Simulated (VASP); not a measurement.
# GaP (I-4m2) in VASP: a series of runs

The runs below take GaP through single point, with PBE.

Everything below comes from runs of VASP 6.6.1. Logs are shortened: lines on timing, memory, paths and dates and some standing lists are left out, and cuts for length are marked.

**1. The cell of the first run**

The structure is tetragonal, space group I-4m2 (No. 119). The conventional cell has a = 3.854 Å, b = 3.854 Å, c = 5.256 Å, α = 90.00°, β = 90.00°, γ = 90.00°. Within 3.1 Å of Ga (site symmetry -4m2) lie 4 P at 2.33 Å. Within 3.1 Å of P (site symmetry -4m2) lie 4 Ga at 2.33 Å.

**2. Single point, PBE (uniaxial y strain -3.6%)**

Input file INCAR:

```
SYSTEM = GaP
ALGO = Normal ; EDIFF = 1E-6
ENCUT = 520 ; GGA = PE
ISIF = 2 ; ISMEAR = 0
LASPH = .TRUE. ; LCHARG = .FALSE.
LREAL = .FALSE. ; LWAVE = .FALSE.
NBANDS = 16 ; NELM = 80
PREC = Accurate ; SIGMA = 0.01
```

Input file KPOINTS:

```
k-points
0
G
  4 4 4
  0 0 0
```

Input file POSCAR:

```
GaP
1.0
    0.0000000000      2.6281130643      2.7254102088
    2.7254102088      0.0000000000      2.7254102088
    2.7254102088      2.6281130643      0.0000000000
Ga P
1 1
Direct
    0.0000000000      0.0000000000      0.0000000000
    0.2500000000      0.2500000000      0.2500000000
```

Potentials or basis: VASP PAW PBE potentials, release 64 (Ga_d, P).

Launch:

```sh
$ cat potpaw_PBE.64/Ga_d/POTCAR potpaw_PBE.64/P/POTCAR > POTCAR
$ mpirun -np 1 vasp_std > vasp.out
```

OUTCAR:

```text
SYSTEM = GaP
   EDIFF = 1E-6
   ENCUT = 520
   GGA = PE
   ISIF = 2
   ISMEAR = 0
   LASPH = .TRUE.
   LREAL = .FALSE.
   NELM = 80
   PREC = Accurate

 ion  position               nearest neighbor table
   1  0.000  0.000  0.000-   2 2.33   2 2.33   2 2.33   2 2.33
   2  0.250  0.250  0.250-   1 2.33   1 2.33   1 2.33   1 2.33

  LATTYP: Found a body centered tetragonal cell.
 ALAT       =     3.8543120803
 C/A-ratio  =     1.3637261382

  Lattice vectors:

 A1 = (   0.0000000000,  -2.6281130643,   2.7254102088)
 A2 = (   0.0000000000,  -2.6281130643,  -2.7254102088)
 A3 = (   2.7254102088,   2.6281130643,   0.0000000000)

Analysis of symmetry for initial positions (statically):
=====================================================================
 Subroutine PRICEL returns:
 Original cell was already a primitive cell.

 Routine SETGRP: Setting up the symmetry group for a
 body centered tetragonal supercell.

 Subroutine GETGRP returns: Found  8 space group operations
 (whereof  8 operations were pure point group operations)
 out of a pool of 16 trial point group operations.

The static configuration has the point symmetry D_2d.

Analysis of symmetry for dynamics (positions and initial velocities):
=====================================================================
 Subroutine PRICEL returns:
 Original cell was already a primitive cell.

 Routine SETGRP: Setting up the symmetry group for a
 body centered tetragonal supercell.

 Subroutine GETGRP returns: Found  8 space group operations
 (whereof  8 operations were pure point group operations)
 out of a pool of 16 trial point group operations.

The dynamic configuration has the point symmetry D_2d.

 Subroutine INISYM returns: Found  8 space group operations
 (whereof  8 operations are pure point group operations),
 and found     1 'primitive' translations

----------------------------------------------------------------------------------------

                                     Primitive cell

  volume of cell :      39.0425

  direct lattice vectors                    reciprocal lattice vectors
     0.000000000  2.628113064  2.725410209    -0.183458622  0.190250567  0.183458622
     2.725410209  0.000000000  2.725410209     0.183458622 -0.190250567  0.183458622
     2.725410209  2.628113064  0.000000000     0.183458622  0.190250567 -0.183458622

  length of vectors
     3.786137753  3.854312080  3.786137753     0.321728783  0.321728783  0.321728783

  position of ions in fractional coordinates (direct lattice)
     0.000000000  0.000000000  0.000000000
     0.250000000  0.250000000  0.250000000

  ion indices of the primitive-cell ions
   primitive index   ion index
                 1           1
                 2           2

----------------------------------------------------------------------------------------

 KPOINTS: k-points

Automatic generation of k-mesh.
 Grid dimensions read from file:
 generate k-points for:    4    4    4

 Generating k-lattice:

  Cartesian coordinates                     Fractional coordinates (reciprocal lattice)
    -0.045864655  0.047562642  0.045864655     0.250000000  0.000000000  0.000000000
     0.045864655 -0.047562642  0.045864655    -0.000000000  0.250000000 -0.000000000
     0.045864655  0.047562642 -0.045864655     0.000000000  0.000000000  0.250000000

  Length of vectors
     0.080432196  0.080432196  0.080432196

  Shift w.r.t. Gamma in fractional coordinates (k-lattice)
     0.000000000  0.000000000  0.000000000

 Subroutine IBZKPT returns following result:
 ===========================================

 Found     13 irreducible k-points:

 Following reciprocal coordinates:
            Coordinates               Weight
  0.000000  0.000000  0.000000      1.000000
  0.250000  0.000000 -0.000000      8.000000
  0.500000  0.000000 -0.000000      4.000000
  0.250000  0.250000  0.000000      4.000000
  0.500000  0.250000  0.000000     16.000000
 -0.250000  0.250000  0.000000      8.000000
  0.500000  0.500000  0.000000      2.000000
  0.250000  0.000000  0.250000      2.000000
  0.500000  0.000000  0.250000      8.000000
 -0.250000  0.000000  0.250000      4.000000
 -0.250000  0.500000  0.250000      2.000000
  0.500000 -0.250000  0.250000      4.000000
  0.500000  0.000000  0.500000      1.000000
   k-points           NKPTS =     13   k-points in BZ     NKDIM =     13   number of bands    NBANDS=     16
   number of dos      NEDOS =    301   number of ions     NIONS =      2
   total plane-waves  NPLWV =  23520
   dimension x,y,z NGX =    28 NGY =   30 NGZ =   28
   dimension x,y,z NGXF=    56 NGYF=   60 NGZF=   56
   ions per type =               1   1
   NGX,Y,Z   is equivalent  to a cutoff of  12.29, 12.94, 12.29 a.u.
   NGXF,Y,Z  is equivalent  to a cutoff of  24.59, 25.88, 24.59 a.u.
 SYSTEM =  GaP
   PREC   = accura    normal or accurate (medium, high low for compatibility)
   ISTART =      0    job   : 0-new  1-cont  2-samecut
   ICHARG =      2    charge: 1-file 2-atom 10-const
   ISPIN  =      1    spin polarized calculation?
   LNONCOLLINEAR =      F non collinear calculations
   LSORBIT =      F    spin-orbit coupling
   LASPH  =      T    aspherical Exc in radial PAW
   ENCUT  =  520.0 eV  38.22 Ry    6.18 a.u.   7.04  7.17  7.04*2*pi/ulx,y,z
   NELM   =     80;   NELMIN=  2; NELMDL= -5     # of ELM steps
   EDIFF  = 0.1E-05   stopping-criterion for ELM
   LREAL  =      F    real-space projection
   EDIFFG = 0.1E-04   stopping-criterion for IOM
   NSW    =      0    number of steps for IOM
   IBRION =     -1    ionic relax: 0-MD 1-quasi-New 2-CG
   NFREE  =      0    steps in history (QN), initial steepest desc. (CG)
   ISIF   =      2    stress and relaxation
   ISYM   =      2    0-nonsym 1-usesym 2-fastsym
   POTIM  = 0.5000    time-step for ionic-motion
   TEBEG  =    0.0;   TEEND  =   0.0 temperature during run
   PSTRESS=    0.0 pullay stress
   NELECT =      18.0000    total number of electrons
   NUPDOWN=      -1.0000    fix difference up-down
   EMIN   =  10.00;   EMAX   =-10.00  energy-range for DOS
   EFERMI =   0.00;   METHOD = LEGACY
   ISMEAR =     0;   SIGMA  =   0.01  broadening in eV -4-tet -1-fermi 0-gaus
   EFERMI_NEDOS =   21; number of points for ismear=-14 and -15
   IALGO  =     38    algorithm
   IMIX   =      4    mixing-type and parameters
     AMIX     =   0.40;   BMIX     =  1.00
     AMIX_MAG =   1.60;   BMIX_MAG =  1.00
  volume/ion in A,a.u.               =      19.52       131.74
  Fermi-wavevector in a.u.,A,eV,Ry     =   1.264697  2.389930 21.761945  1.599458
  Thomas-Fermi vector in A             =   2.397988
   LORBIT       =      0    0 simple, 1 ext, 2 COOP (PROOUT), +10 PAW based schemes
   GGA     = PE    functional components
   LHFCALC =     F    Hartree Fock is set to
   AEXX    =    0.0000 exact exchange contribution
   IVDW    =     0    specifies the selected vdW correction
   LEPSILON=     F    determine dielectric tensor
   LRPA    =     F    only Hartree local field effects (RPA)
 non-spin polarized calculation
 Gauss-broadening in eV      SIGMA  =   0.01
  energy-cutoff  :      520.00
  volume of cell :       39.04
 maximum number of plane-waves:      1063
   NGX = 15   NGY = 15   NGZ = 15

 number of electron      17.9999995 magnetization

 Free energy of the ion-electron system (eV)
  ---------------------------------------------------
  ext. energy  EPLUGINS =         0.00000000
  ---------------------------------------------------
  free energy    TOTEN  =        -8.92723230 eV

  energy without entropy =       -8.92723230  energy(sigma->0) =       -8.92723230

 E-fermi :   5.3131     XC(G=0):  -9.9784

 val. band max:        5.2078619971   @ k =   0.0000   0.0000   0.0000
 cond. band min:       6.4574356604   @ k =   0.5000   0.0000   0.5000
 fundamental gap:      1.2495736633
 Fermi energy:         5.3131035554

 k-point     1 :       0.0000    0.0000    0.0000
  band No.  band energies     occupation
      1      -9.5912      2.00000
      2      -9.5912      2.00000
      3      -9.5799      2.00000
      4      -9.4811      2.00000
      5      -9.4756      2.00000
      6      -7.7002      2.00000
[... 8 lines left out ...]
     15      14.5559      0.00000
     16      15.1986      0.00000

 k-point     2 :       0.2500    0.0000   -0.0000
  band No.  band energies     occupation
      1      -9.6379      2.00000
      2      -9.5746      2.00000
      3      -9.5674      2.00000
      4      -9.4810      2.00000
      5      -9.4726      2.00000
      6      -6.8850      2.00000
[... 8 lines left out ...]
     15      14.1026      0.00000
     16      15.1592      0.00000

 k-point     3 :       0.5000    0.0000   -0.0000
  band No.  band energies     occupation
      1      -9.6798      2.00000
      2      -9.5636      2.00000
      3      -9.5566      2.00000
      4      -9.4756      2.00000
      5      -9.4637      2.00000
      6      -5.5067      2.00000
[... 8 lines left out ...]
     15      16.6841      0.00000
     16      17.0350      0.00000

 k-point     4 :       0.2500    0.2500    0.0000
  band No.  band energies     occupation
      1      -9.6645      2.00000
      2      -9.5536      2.00000
      3      -9.5476      2.00000
      4      -9.4946      2.00000
      5      -9.4677      2.00000
      6      -6.6355      2.00000
[... 8 lines left out ...]
     15      15.9307      0.00000
     16      17.9573      0.00000

 k-point     5 :       0.5000    0.2500    0.0000
  band No.  band energies     occupation
      1      -9.6912      2.00000
      2      -9.5451      2.00000
      3      -9.5341      2.00000
      4      -9.4926      2.00000
      5      -9.4658      2.00000
      6      -5.2026      2.00000
[... 8 lines left out ...]
     15      16.9536      0.00000
     16      18.4811      0.00000

 k-point     6 :      -0.2500    0.2500    0.0000
  band No.  band energies     occupation
      1      -9.6731      2.00000
      2      -9.5571      2.00000
      3      -9.5485      2.00000
      4      -9.4849      2.00000
      5      -9.4711      2.00000
      6      -5.7072      2.00000
[... 8 lines left out ...]
     15      16.5147      0.00000
     16      18.6052      0.00000

 k-point     7 :       0.5000    0.5000    0.0000
  band No.  band energies     occupation
      1      -9.7173      2.00000
      2      -9.5161      2.00000
      3      -9.5152      2.00000
      4      -9.5125      2.00000
      5      -9.4562      2.00000
      6      -4.6105      2.00000
[... 8 lines left out ...]
     15      17.4924      0.00000
     16      18.2277      0.00000

 k-point     8 :       0.2500    0.0000    0.2500
  band No.  band energies     occupation
      1      -9.6597      2.00000
      2      -9.5546      2.00000
      3      -9.5546      2.00000
      4      -9.5022      2.00000
      5      -9.4616      2.00000
      6      -6.5674      2.00000
[... 8 lines left out ...]
     15      15.5920      0.00000
     16      18.2222      0.00000

 k-point     9 :       0.5000    0.0000    0.2500
  band No.  band energies     occupation
      1      -9.6906      2.00000
      2      -9.5438      2.00000
      3      -9.5376      2.00000
      4      -9.5017      2.00000
      5      -9.4580      2.00000
      6      -5.1213      2.00000
[... 8 lines left out ...]
     15      17.0048      0.00000
     16      18.7634      0.00000

 k-point    10 :      -0.2500    0.0000    0.2500
  band No.  band energies     occupation
      1      -9.6724      2.00000
      2      -9.5526      2.00000
      3      -9.5526      2.00000
      4      -9.4816      2.00000
      5      -9.4745      2.00000
      6      -5.7440      2.00000
[... 8 lines left out ...]
     15      16.0046      0.00000
     16      18.4234      0.00000

 k-point    11 :      -0.2500    0.5000    0.2500
  band No.  band energies     occupation
      1      -9.6964      2.00000
      2      -9.5439      2.00000
      3      -9.5213      2.00000
      4      -9.4893      2.00000
      5      -9.4739      2.00000
      6      -4.4875      2.00000
[... 8 lines left out ...]
     15      16.7325      0.00000
     16      18.6274      0.00000

 k-point    12 :       0.5000   -0.2500    0.2500
  band No.  band energies     occupation
      1      -9.6962      2.00000
      2      -9.5452      2.00000
      3      -9.5217      2.00000
      4      -9.4988      2.00000
      5      -9.4647      2.00000
      6      -4.4265      2.00000
[... 8 lines left out ...]
     15      17.3113      0.00000
     16      19.2294      0.00000

 k-point    13 :       0.5000    0.0000    0.5000
  band No.  band energies     occupation
      1      -9.7177      2.00000
      2      -9.5268      2.00000
      3      -9.5156      2.00000
      4      -9.5156      2.00000
      5      -9.4476      2.00000
      6      -4.4377      2.00000
[... 8 lines left out ...]
     15      17.4439      0.00000
     16      18.2224      0.00000

------------------------ aborting loop because EDIFF is reached ----------------------------------------

  FORCE on cell =-STRESS in cart. coord.  units (eV):
  Direction    XX          YY          ZZ          XY          YZ          ZX
  --------------------------------------------------------------------------------------
  -------------------------------------------------------------------------------------
  Total        1.3330755      1.9372675      1.3330755      0.0000000      0.0000000      0.0000000
  in kB       54.7050656     79.4991311     54.7050656      0.0000000      0.0000000      0.0000000
  external PRESSURE =      62.9697541 kB  Pullay stress =       0.0000000 kB

 VOLUME and BASIS-vectors are now :
 -----------------------------------------------------------------------------
  energy-cutoff  :      520.00
  volume of cell :       39.04
      direct lattice vectors                 reciprocal lattice vectors
     0.000000000  2.628113064  2.725410209    -0.183458622  0.190250567  0.183458622
     2.725410209  0.000000000  2.725410209     0.183458622 -0.190250567  0.183458622
     2.725410209  2.628113064  0.000000000     0.183458622  0.190250567 -0.183458622

 POSITION                                       TOTAL-FORCE (eV/Angst)
 -----------------------------------------------------------------------------------
      0.00000      0.00000      0.00000         0.000000      0.000000      0.000000
      1.36271      1.31406      1.36271        -0.000000     -0.000000     -0.000000
 -----------------------------------------------------------------------------------
    total drift:                               -0.000001      0.000003     -0.000001

  FREE ENERGIE OF THE ION-ELECTRON SYSTEM (eV)
  ---------------------------------------------------
  free  energy   TOTEN  =        -8.9272322968 eV

  energy  without entropy=       -8.9272322968  energy(sigma->0) =       -8.92723230
```

It took 6.2 s on 1 thread of Intel Xeon Platinum 8559C (Emerald Rapids), shared host; peak memory 0.15 GiB.

What came out:

```yaml
Free_energy: -8.9272 eV
Pressure: 6.3 GPa
Band_gap_on_the_k_mesh: 1.25 eV, indirect (least direct gap 1.98 eV)
```

Levels at points of the mesh, in eV from the valence-band top:
| k point | band 6 | band 7 | band 8 | band 9 | band 10 | band 11 | band 12 | band 13 |
| --- | --- | --- | --- | --- | --- | --- | --- | --- |
| (0.00, 0.00, 0.00) | -12.91 | -0.20 | -0.20 | 0.00 | 1.98 | 3.67 | 3.75 | 3.75 |
| (0.50, 0.00, 0.00) | -10.71 | -6.99 | -1.46 | -1.16 | 1.60 | 4.41 | 4.73 | 8.22 |
| (0.50, 0.50, 0.00) | -9.82 | -7.16 | -2.88 | -2.85 | 1.51 | 1.75 | 10.61 | 10.66 |
| (0.50, 0.00, 0.50) | -9.65 | -6.91 | -3.12 | -3.12 | 1.25 | 1.40 | 10.70 | 10.70 |

Caveat: the k points lie up to 0.51 Å⁻¹ apart; the cell differs from its parent crystal (uniaxial y strain -3.6%).

**3. Single point, PBE (uniaxial x strain -5.5%)**

Input file INCAR:

```
PREC = Accurate ; ENCUT = 520
EDIFF = 1E-6 ; ISMEAR = 0
SIGMA = 0.01 ; LREAL = False
LASPH = True ; NELM = 60
ALGO = Normal ; ISIF = 2
LWAVE = False ; LCHARG = False
GGA = PE ; NBANDS = 16
```

Input file KPOINTS:

```
regular mesh
0
Gamma
  4 4 4
```

Input file POSCAR:

```
GaP
1.0
    0.0000000000      2.7254102088      2.7254102088
    2.5749675653      0.0000000000      2.7254102088
    2.5749675653      2.7254102088      0.0000000000
Ga P
1 1
Direct
    0.0000000000      0.0000000000      0.0000000000
    0.2500000000      0.2500000000      0.2500000000
```

Potentials or basis: VASP PAW PBE potentials, release 64 (Ga_d, P).

Launch:

```sh
$ cat potpaw_PBE.64/Ga_d/POTCAR potpaw_PBE.64/P/POTCAR > POTCAR
$ mpirun -np 1 vasp_std > vasp.out
```

Wall time 5.6 s (1 thread of Intel Xeon Platinum 8559C (Emerald Rapids), shared host); peak memory 0.15 GiB.

Results (log left out):

```
Free energy            : -8.8805 eV
Pressure               : 8.4 GPa
Band gap on the k mesh : 1.04 eV, indirect (least direct gap 2.07 eV)
```

Stress tensor (GPa, compression positive):
```
10.89  0.00  0.00
 0.00  7.23  0.00
 0.00  0.00  7.23
```

Levels at points of the mesh, in eV from the valence-band top:
```
           k point  band 7  band 8  band 9  band 10  band 11  band 12
(0.00, 0.00, 0.00)   -0.30   -0.30    0.00     2.07     3.58     3.70
(0.50, 0.00, 0.00)   -7.18   -1.64   -1.17     1.55     4.25     4.80
(0.50, 0.50, 0.00)   -7.38   -2.97   -2.92     1.45     1.73    10.55
(0.00, 0.50, 0.50)   -6.98   -3.36   -3.36     1.04     1.17    10.76
```

Caveat: the k points lie up to 0.51 Å⁻¹ apart; the cell differs from its parent crystal (uniaxial x strain -5.5%). A k mesh can miss the band edges.
